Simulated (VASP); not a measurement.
Wanted: the native input for a VASP 6.6.1 run.

```yaml
Task: single point
Functional: PBE
Potentials_or_basis: VASP PAW PBE potentials, release 64 (B, As_d)
Cutoff: 600 eV
k_mesh: 4 × 4 × 4
Occupations: gaussian, width 0.1 eV
Spin: no spin polarisation
Dipole_correction: no
Second_run: valence_matched
Further_INCAR_settings: ALGO = Normal; EDIFF = 1e-06; NBANDS = 42
```

The structure of BAs2 lies in POSCAR:

```
BAs2
1.0
   -3.6995261178      3.6995261178      2.1163912353
    3.6995261178     -3.6995261178      2.1163912353
    3.6995261178      3.6995261178     -2.1163912353
B As
2 4
Direct
    0.6937469522      0.6937469522      0.0000000000
    0.3062530478      0.3062530478      0.0000000000
    0.0000000000      0.7542394150      0.7542394150
    0.0000000000      0.2457605850      0.2457605850
    0.7542394150      0.0000000000      0.7542394150
    0.2457605850      0.0000000000      0.2457605850
```

The input as run:

INCAR

```
ALGO = Normal
EDIFF = 1E-6
ENCUT = 600
GGA = PE
GGA_COMPAT = False
ISIF = 2
ISMEAR = 0
LASPH = True
LCHARG = True
LELF = True
LREAL = False
LVHAR = True
LWAVE = False
NBANDS = 42
NELM = 120
PREC = Accurate
SIGMA = 0.1
```

KPOINTS

```
k-points
0
Gamma
  4 4 4
```

Potentials or basis: VASP PAW PBE potentials, release 64 (B, As_d).

Command:

```bash
$ cat potpaw_PBE.64/B/POTCAR potpaw_PBE.64/As_d/POTCAR > POTCAR
$ mpirun -np 1 vasp_std > vasp.out
```

Results of the run:

```
Pressure               : 0.1 GPa
Largest force          : 0.015 eV/Å
Band gap on the k mesh : zero (band 33 reaches 3.11 eV, above the bottom of band 34 at 2.87 eV)
```

Caveat: the k points lie up to 0.43 Å⁻¹ apart.

Wall time 100 s on 1 thread of Intel(R) Xeon(R) Platinum 8488C (Sapphire Rapids), on a shared host, peak memory 0.33 GiB.
